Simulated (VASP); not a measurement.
# Co (P6_3/mmc) in VASP: settings compared

Co is run at these levels: BLYP+D4, PBEsol+D3(BJ), PBEsol; tasks: single point, relaxation of cell and atoms.

Everything below comes from runs of VASP 6.6.1. Logs are shortened: lines on timing, memory, paths and dates and some standing lists are left out, and cuts for length are marked.

### 1 The cell of the first run

Symmetry: P6_3/mmc, No. 194, hexagonal system. The conventional cell has a = 2.422 Å, b = 2.422 Å, c = 3.939 Å, α = 90.00°, β = 90.00°, γ = 120.00°. Co (site symmetry -6m2) has 12 Co at 2.42 Å within 3.2 Å.

### 2 Single point, BLYP+D4, collinear spin, ferromagnetic start

File INCAR:

```
SYSTEM = Co
PREC     = Accurate       ! precision mode
ENCUT    = 690            ! plane-wave cutoff, eV
EDIFF    = 1E-6           ! SCF threshold, eV
ISMEAR   = -1             ! smearing method
SIGMA    = 0.05           ! smearing width, eV
LREAL    = .False.        ! projectors in reciprocal space
LASPH    = .True.         ! aspherical terms in the spheres
NELM     = 200            ! most SCF steps
ALGO     = Normal         ! electronic algorithm
ISIF     = 2              ! what is computed and relaxed
LWAVE    = .False.        ! write WAVECAR
LCHARG   = .False.        ! write CHGCAR
ISPIN    = 2              ! spin polarisation
MAGMOM   = 2 2            ! initial moments
LORBIT   = 11             ! projections on sites
LMAXMIX  = 4              ! l up to which the mixer works
GGA      = B5             ! functional
ALDAX    = 1.0          
AGGAX    = 1.0          
AGGAC    = 1.0          
ALDAC    = 0.0          
IVDW     = 13             ! dispersion correction
VDW_S6   = 1.0          
VDW_S8   = 2.34076671   
VDW_A1   = 0.44488865   
VDW_A2   = 4.0933009    
NBANDS   = 28             ! bands
GGA_COMPAT= .False.
```

File KPOINTS:

```
regular mesh
0
Gamma
  12 12 7
  0 0 0
```

File POSCAR:

```
Co
1.0
    2.4215367659      0.0000000000      0.0000000000
   -1.2107683830      2.0971123555      0.0000000000
    0.0000000000      0.0000000000      3.9390568819
Co
2
Direct
    0.6666666667      0.3333333333      0.7500000000
    0.3333333333      0.6666666667      0.2500000000
```

Potentials or basis: VASP PAW PBE potentials, release 64 (Co_sv).

The run is started by

```bash
$ cat potpaw_PBE.64/Co_sv/POTCAR > POTCAR
$ mpirun -np 1 vasp_std > vasp.out
```

OUTCAR:

```text
SYSTEM = Co
   PREC = Accurate
   ENCUT = 690
   EDIFF = 1E-6
   ISMEAR = -1
   LREAL = .False.
   LASPH = .True.
   NELM = 200
   ISIF = 2
   ISPIN = 2
   LORBIT = 11
   GGA = B5
   IVDW = 13

 ion  position               nearest neighbor table
   1  0.667  0.333  0.750-   2 2.42   2 2.42   2 2.42   2 2.42   2 2.42   2 2.42
   2  0.333  0.667  0.250-   1 2.42   1 2.42   1 2.42   1 2.42   1 2.42   1 2.42

  LATTYP: Found a hexagonal cell.
 ALAT       =     2.4215367659
 C/A-ratio  =     1.6266764715

  Lattice vectors:

 A1 = (   2.4215367659,   0.0000000000,   0.0000000000)
 A2 = (  -1.2107683830,   2.0971123555,   0.0000000000)
 A3 = (   0.0000000000,   0.0000000000,   3.9390568819)

Analysis of symmetry for initial positions (statically):
=====================================================================
 Subroutine PRICEL returns:
 Original cell was already a primitive cell.

 Routine SETGRP: Setting up the symmetry group for a
 hexagonal supercell.

 Subroutine GETGRP returns: Found 24 space group operations
 (whereof 12 operations were pure point group operations)
 out of a pool of 24 trial point group operations.

The static configuration has the point symmetry D_3d.
 The point group associated with its full space group is D_6h.

Analysis of symmetry for dynamics (positions and initial velocities):
=====================================================================
 Subroutine PRICEL returns:
 Original cell was already a primitive cell.

 Routine SETGRP: Setting up the symmetry group for a
 hexagonal supercell.

 Subroutine GETGRP returns: Found 24 space group operations
 (whereof 12 operations were pure point group operations)
 out of a pool of 24 trial point group operations.

The dynamic configuration has the point symmetry D_3d.
 The point group associated with its full space group is D_6h.

Analysis of structural, dynamic, and magnetic symmetry:
=====================================================================
 Subroutine PRICEL returns:
 Original cell was already a primitive cell.

 Routine SETGRP: Setting up the symmetry group for a
 hexagonal supercell.

 Subroutine GETGRP returns: Found 24 space group operations
 (whereof 12 operations were pure point group operations)
 out of a pool of 24 trial point group operations.

The overall configuration has the point symmetry D_3d.
 The point group associated with its full space group is D_6h.

 Subroutine INISYM returns: Found 24 space group operations
 (whereof 12 operations are pure point group operations),
 and found     1 'primitive' translations

----------------------------------------------------------------------------------------

                                     Primitive cell

  volume of cell :      20.0035

  direct lattice vectors                    reciprocal lattice vectors
     2.421536766  0.000000000  0.000000000     0.412960899  0.238423086  0.000000000
    -1.210768383  2.097112356  0.000000000     0.000000000  0.476846172  0.000000000
     0.000000000  0.000000000  3.939056882     0.000000000  0.000000000  0.253867875

  length of vectors
     2.421536766  2.421536766  3.939056882     0.476846172  0.476846172  0.253867875

  position of ions in fractional coordinates (direct lattice)
     0.666666667  0.333333333  0.750000000
     0.333333333  0.666666667  0.250000000

  ion indices of the primitive-cell ions
   primitive index   ion index
                 1           1
                 2           2

----------------------------------------------------------------------------------------

 KPOINTS: regular mesh

Automatic generation of k-mesh.
 Grid dimensions read from file:
 generate k-points for:   12   12    7

 Generating k-lattice:

  Cartesian coordinates                     Fractional coordinates (reciprocal lattice)
     0.034413408  0.019868591  0.000000000     0.083333333  0.000000000  0.000000000
     0.000000000  0.039737181  0.000000000     0.000000000  0.083333333  0.000000000
     0.000000000  0.000000000  0.036266839     0.000000000  0.000000000  0.142857143

  Length of vectors
     0.039737181  0.039737181  0.036266839

  Shift w.r.t. Gamma in fractional coordinates (k-lattice)
     0.000000000  0.000000000  0.000000000

 Subroutine IBZKPT returns following result:
 ===========================================

 Found     76 irreducible k-points:

 Following reciprocal coordinates:
            Coordinates               Weight
  0.000000  0.000000  0.000000      1.000000
  0.083333  0.000000  0.000000      6.000000
  0.166667  0.000000  0.000000      6.000000
  0.250000  0.000000  0.000000      6.000000
  0.333333  0.000000  0.000000      6.000000
  0.416667  0.000000  0.000000      6.000000
[... 16 lines left out ...]
  0.250000  0.000000  0.142857     12.000000
  0.333333  0.000000  0.142857     12.000000
 [... further k-points ...]
   k-points           NKPTS =     76   k-points in BZ     NKDIM =     76   number of bands    NBANDS=     28
   number of dos      NEDOS =    301   number of ions     NIONS =      2
   total plane-waves  NPLWV =  20736
   dimension x,y,z NGX =    24 NGY =   24 NGZ =   36
   dimension x,y,z NGXF=    48 NGYF=   48 NGZF=   72
   ions per type =               2
   NGX,Y,Z   is equivalent  to a cutoff of  16.48, 16.48, 15.19 a.u.
   NGXF,Y,Z  is equivalent  to a cutoff of  32.95, 32.95, 30.39 a.u.
 SYSTEM =  Co
   PREC   = accura    normal or accurate (medium, high low for compatibility)
   ISTART =      0    job   : 0-new  1-cont  2-samecut
   ICHARG =      2    charge: 1-file 2-atom 10-const
   ISPIN  =      2    spin polarized calculation?
   LNONCOLLINEAR =      F non collinear calculations
   LSORBIT =      F    spin-orbit coupling
   LASPH  =      T    aspherical Exc in radial PAW
   ENCUT  =  690.0 eV  50.71 Ry    7.12 a.u.   5.19  5.19  8.44*2*pi/ulx,y,z
   NELM   =    200;   NELMIN=  2; NELMDL= -5     # of ELM steps
   EDIFF  = 0.1E-05   stopping-criterion for ELM
   LREAL  =      F    real-space projection
[... 7 lines left out ...]
   TEBEG  =    0.0;   TEEND  =   0.0 temperature during run
   PSTRESS=    0.0 pullay stress
   NELECT =      34.0000    total number of electrons
   NUPDOWN=      -1.0000    fix difference up-down
   EMIN   =  10.00;   EMAX   =-10.00  energy-range for DOS
   EFERMI =   0.00;   METHOD = LEGACY
   ISMEAR =    -1;   SIGMA  =   0.05  broadening in eV -4-tet -1-fermi 0-gaus
   EFERMI_NEDOS =   21; number of points for ismear=-14 and -15
   IALGO  =     38    algorithm
   IMIX   =      4    mixing-type and parameters
     AMIX     =   0.40;   BMIX     =  1.00
     AMIX_MAG =   1.60;   BMIX_MAG =  1.00
  volume/ion in A,a.u.               =      10.00        67.49
  Fermi-wavevector in a.u.,A,eV,Ry     =   1.953737  3.692028 51.934646  3.817089
  Thomas-Fermi vector in A             =   2.980485
   LORBIT       =     11    0 simple, 1 ext, 2 COOP (PROOUT), +10 PAW based schemes
   GGA     = B5    functional components
   LHFCALC =     F    Hartree Fock is set to
   AEXX    =    0.0000 exact exchange contribution
   IVDW    =    13    specifies the selected vdW correction
   LEPSILON=     F    determine dielectric tensor
   LRPA    =     F    only Hartree local field effects (RPA)
 spin polarized calculation
  energy-cutoff  :      690.00
  volume of cell :       20.00
 maximum number of plane-waves:       838
 NGX is ok and might be reduce to    24
   NGX = 11   NGY = 11   NGZ = 17

 number of electron      33.9999969 magnetization       2.9903541

 Free energy of the ion-electron system (eV)
  ---------------------------------------------------
  ext. energy  EPLUGINS =         0.00000000
  ---------------------------------------------------
  free energy    TOTEN  =       -12.00562546 eV

  energy without entropy =      -11.99226103  energy(sigma->0) =      -11.99894324

 E-fermi :  13.7943     XC(G=0): -13.8385

 val. band max:       13.7864525377   @ k =   0.1667   0.1667   0.2857
 cond. band min:      13.7965337020   @ k =   0.3333   0.0000   0.4286
 fundamental gap:      0.0100811643
 Fermi energy:        13.7943394043

 spin component 1

 k-point     1 :       0.0000    0.0000    0.0000
  band No.  band energies     occupation
      1     -81.8010      1.00000
      2     -81.7201      1.00000
      3     -45.4942      1.00000
      4     -45.1118      1.00000
      5     -45.1118      1.00000
      6     -45.0561      1.00000
[... 20 lines left out ...]
     27      41.1963      0.00000
     28      41.1963      0.00000
[... 683 lines left out ...]
 k-point    24 :       0.3333    0.0000    0.1429
  band No.  band energies     occupation
      1     -81.7425      1.00000
      2     -81.7007      1.00000
      3     -45.3983      1.00000
      4     -45.3219      1.00000
      5     -45.2969      1.00000
      6     -45.1817      1.00000
[... 20 lines left out ...]
     27      38.3559      0.00000
     28      39.9159      0.00000

 [... further k-points ...]

 spin component 2

 k-point     1 :       0.0000    0.0000    0.0000
  band No.  band energies     occupation
      1     -79.8905      1.00000
      2     -79.8040      1.00000
      3     -43.6523      1.00000
      4     -43.2610      1.00000
      5     -43.2610      1.00000
      6     -43.1953      1.00000
[... 20 lines left out ...]
     27      41.5658      0.00000
     28      41.5658      0.00000
[... 683 lines left out ...]
 k-point    24 :       0.3333    0.0000    0.1429
  band No.  band energies     occupation
      1     -79.8280      1.00000
      2     -79.7833      1.00000
      3     -43.5608      1.00000
      4     -43.4827      1.00000
      5     -43.4534      1.00000
      6     -43.3362      1.00000
[... 20 lines left out ...]
     27      38.7605      0.00000
     28      40.2877      0.00000

 [... further k-points ...]

------------------------ aborting loop because EDIFF is reached ----------------------------------------

  DFT-D4 for vdW energy calculation

  Edisp (eV):   -1.79565

  FORCE on cell =-STRESS in cart. coord.  units (eV):
  Direction    XX          YY          ZZ          XY          YZ          ZX
  --------------------------------------------------------------------------------------
  -------------------------------------------------------------------------------------
  Total       2.15447     2.15447     1.78433    -0.00000     0.00000     0.00000
  in kB     172.56243   172.56243   142.91600    -0.00000     0.00000     0.00000
  external pressure =      162.68 kB  Pullay stress =        0.00 kB

 VOLUME and BASIS-vectors are now :
 -----------------------------------------------------------------------------
  energy-cutoff  :      690.00
  volume of cell :       20.00
      direct lattice vectors                 reciprocal lattice vectors
     2.421536766  0.000000000  0.000000000     0.412960899  0.238423086  0.000000000
    -1.210768383  2.097112356  0.000000000     0.000000000  0.476846172  0.000000000
     0.000000000  0.000000000  3.939056882     0.000000000  0.000000000  0.253867875

 POSITION                                       TOTAL-FORCE (eV/Angst)
 -----------------------------------------------------------------------------------
      1.21077      0.69904      2.95429         0.000000      0.000000      0.000000
     -0.00000      1.39807      0.98476        -0.000000     -0.000000      0.000000
 -----------------------------------------------------------------------------------
    total drift:                                0.000000     -0.000000      0.000000

  FREE ENERGIE OF THE ION-ELECTRON SYSTEM (eV)
  ---------------------------------------------------
  free  energy   TOTEN  =       -13.8012719334 eV

  energy  without entropy=      -13.7879074962  energy(sigma->0) =      -13.79458971

 total charge

# of ion       s       p       d       tot
------------------------------------------
    1        2.265   6.136   6.780  15.182
    2        2.265   6.136   6.780  15.182
--------------------------------------------------
tot          4.531  12.272  13.561  30.364

 magnetization (x)

# of ion       s       p       d       tot
------------------------------------------
    1       -0.006  -0.014   1.567   1.548
    2       -0.006  -0.014   1.567   1.548
--------------------------------------------------
tot         -0.012  -0.027   3.135   3.095
```

Run time: 1.9 min. Hardware: 1 thread of Intel Xeon Platinum 8259CL at 2.50GHz (Skylake/Cascade Lake), shared host; peak memory 0.22 GiB.

Results:

```
Free energy                                           : -13.8013 eV
Pressure                                              : 16.3 GPa
Net moment                                            : 2.99 μB per cell
Site moments                                          : Co +1.55 μB
Valence electrons inside the program's atomic spheres : Co 15.18
Dispersion energy per atom                            : -0.898 eV
```

Caveat: the cell stands under pressure; the PAW data sets were made with another functional, which shifts forces and pressure a little.

### 3 Relaxation of cell and atoms, PBEsol+D3(BJ), collinear spin, ferromagnetic start

This run uses another cell than the first one, of 10.64 Å³/atom.

File INCAR:

```
PREC = Accurate ; ENCUT = 690
EDIFF = 1E-7 ; ISMEAR = -1
SIGMA = 0.05 ; LREAL = F
LASPH = T ; NELM = 200
ALGO = Normal ; ISIF = 3
LWAVE = F ; LCHARG = F
ISPIN = 2 ; MAGMOM = 2 2
LORBIT = 11 ; LMAXMIX = 4
GGA = PS ; IVDW = 12
IBRION = 2 ; NSW = 60
EDIFFG = -0.01 ; GGA_COMPAT = F
NELMIN = 4
```

File KPOINTS:

```
regular mesh
0
Gamma
  12 12 7
```

File POSCAR:

```
Co
1.0
    2.4719999032      0.0000000000      0.0000000000
   -1.2359999516      2.1408147143      0.0000000000
    0.0000000000      0.0000000000      4.0211440800
Co
2
Direct
    0.6666666667      0.3333333333      0.7500000000
    0.3333333333      0.6666666667      0.2500000000
```

Potentials or basis: VASP PAW PBE potentials, release 64 (Co_sv).

The run is started by

```bash
$ cat potpaw_PBE.64/Co_sv/POTCAR > POTCAR
$ mpirun -np 1 vasp_std > vasp.out
```

It took 4.8 min on 1 thread of Intel Xeon 6975P-C (Granite Rapids), shared host; peak memory 0.23 GiB.

The run converged. Its results:

| Property | Result |
| --- | --- |
| Free energy | -16.4499 eV |
| Relaxed volume | 10.06 Å³/atom |
| Relaxed cell | a = 2.433 Å, b = 2.433 Å, c = 3.927 Å, α = 90.00°, β = 90.00°, γ = 120.00° |
| Space group after relaxing (to 0.1 Å) | P6_3/mmc (No. 194) |
| Energy gained by relaxing | 24.7 meV/atom |
| Ionic steps | 9 |
| Pressure after relaxing | 0.0 GPa |
| Net moment | 3.05 μB per cell |
| Site moments | Co +1.58 μB |
| Valence electrons inside the program's atomic spheres | Co 15.12 |
| Dispersion energy per atom | -0.410 eV |

The path:
| step | energy change (eV) | largest force (eV/Å) | pressure (GPa) | volume (Å³) |
| --- | --- | --- | --- | --- |
| 1 | 0.0000 | 0.0000 | -12.83 | 21.28 |
| 2 | 0.0407 | 0.0000 | 22.72 | 18.76 |
| 3 | -0.0491 | 0.0000 | -0.19 | 20.15 |
| 4 | -0.0492 | 0.0000 | 0.05 | 20.12 |
| 5 | -0.0491 | 0.0000 | 0.35 | 20.10 |
| 6 | -0.0493 | 0.0000 | 0.30 | 20.10 |
| 7 | -0.0493 | 0.0000 | 0.31 | 20.10 |
| 8 | -0.0493 | 0.0000 | -0.34 | 20.15 |
| 9 | -0.0494 | 0.0000 | 0.00 | 20.13 |

Final structure:
```
CELL_PARAMETERS angstrom
2.43264 0.00000 0.00000
-1.21632 2.10673 0.00000
0.00000 0.00000 3.92743
ATOMIC_POSITIONS crystal
Co 0.66667 0.33333 0.75000
Co 0.33333 0.66667 0.25000
```

Levels at points of the mesh, in eV from the Fermi level:
Spin up:
```tsv
k point	band 16	band 17	band 18	band 19	band 20	band 21
(0.00, 0.00, 0.00)	-1.91	-1.91	-0.65	-0.65	-0.22	7.04
(0.50, 0.00, 0.00)	-0.51	-0.39	-0.34	1.51	3.68	10.23
```
Spin down:
```tsv
k point	band 13	band 14	band 15	band 16	band 17	band 18
(0.00, 0.00, 0.00)	-1.13	-0.72	-0.72	-0.25	-0.25	-0.20
(0.50, 0.00, 0.00)	-1.31	-1.20	-0.73	1.27	1.43	1.46
```

Caveat: the PAW data sets were made with another functional, which shifts forces and pressure a little.

### 4 Single point, PBEsol, collinear spin, zero start

This run uses another cell than the first one, of 10.64 Å³/atom.

File INCAR:

```
PREC = Accurate
ENCUT = 690
EDIFF = 1E-6
ISMEAR = -1
SIGMA = 0.05
LREAL = False
LASPH = True
NELM = 200
ALGO = Normal
ISIF = 2
LWAVE = False
LCHARG = True
ISPIN = 2
MAGMOM = 0 0
LORBIT = 11
NUPDOWN = 0.0
LMAXMIX = 4
GGA = PS
LELF = True
LVHAR = True
NBANDS = 28
GGA_COMPAT = False
```

File KPOINTS:

```
Automatic mesh
0
Gamma
  10 10 6
```

POSCAR is that of step 3.

The run is started by

```bash
$ cat potpaw_PBE.64/Co_sv/POTCAR > POTCAR
$ mpirun -np 1 vasp_std > vasp.out
```

It took 32 s on 1 thread of Intel Xeon 6975P-C (Granite Rapids), shared host; peak memory 0.2 GiB.

The run converged. Its results:

```
Free energy                                           : -15.2245 eV
Pressure                                              : -18.6 GPa
Net moment                                            : 0.00 μB per cell
Valence electrons inside the program's atomic spheres : Co 15.07
```

Stress tensor (GPa, compression positive):
```
-18.20   0.00   0.00
  0.00 -18.20   0.00
  0.00   0.00 -19.48
```

Caveat: the cell stands under tension; the PAW data sets were made with another functional, which shifts forces and pressure a little; the total moment is fixed, so each spin has its own Fermi level.

### 5 Summary

| task | level | spin | fixed moment (μB) | cell | k mesh | gap on the mesh (eV) | pressure (GPa) | moment (μB) |
| --- | --- | --- | --- | --- | --- | --- | --- | --- |
| single point | BLYP+D4 | collinear, ferromagnetic start | - | a = 2.422, b = 2.422, c = 3.939 Å, angles 90.0, 90.0, 120.0°, 2 atoms | 12 × 12 × 7 | none | 16.3 | 2.99 |
| relaxation of cell and atoms | PBEsol+D3(BJ) | collinear, ferromagnetic start | - | relaxed from a = 2.472, b = 2.472, c = 4.021 Å, angles 90.0, 90.0, 120.0°, 2 atoms | 12 × 12 × 7 | none | 0.0 | 3.05 |
| single point | PBEsol | collinear, zero start | 0.0 | a = 2.472, b = 2.472, c = 4.021 Å, angles 90.0, 90.0, 120.0°, 2 atoms | 10 × 10 × 6 | - | -18.6 | 0.00 |

Alike in all rows: potentials or basis VASP PAW PBE potentials, release 64 (Co_sv); cutoff (eV) 690; smearing fermi-dirac 0.05 eV.

Caveats: the PAW data sets were made with another functional, which shifts forces and pressure a little; the cell stands under pressure (at least some runs); the cell stands under tension (at least some runs); the total moment is fixed, so each spin has its own Fermi level (at least some runs).

Total energies depend on the potentials used, so only differences within one code and one set of settings carry meaning.

The gap in the log of VASP goes by the Fermi energy; the results here count the filled bands.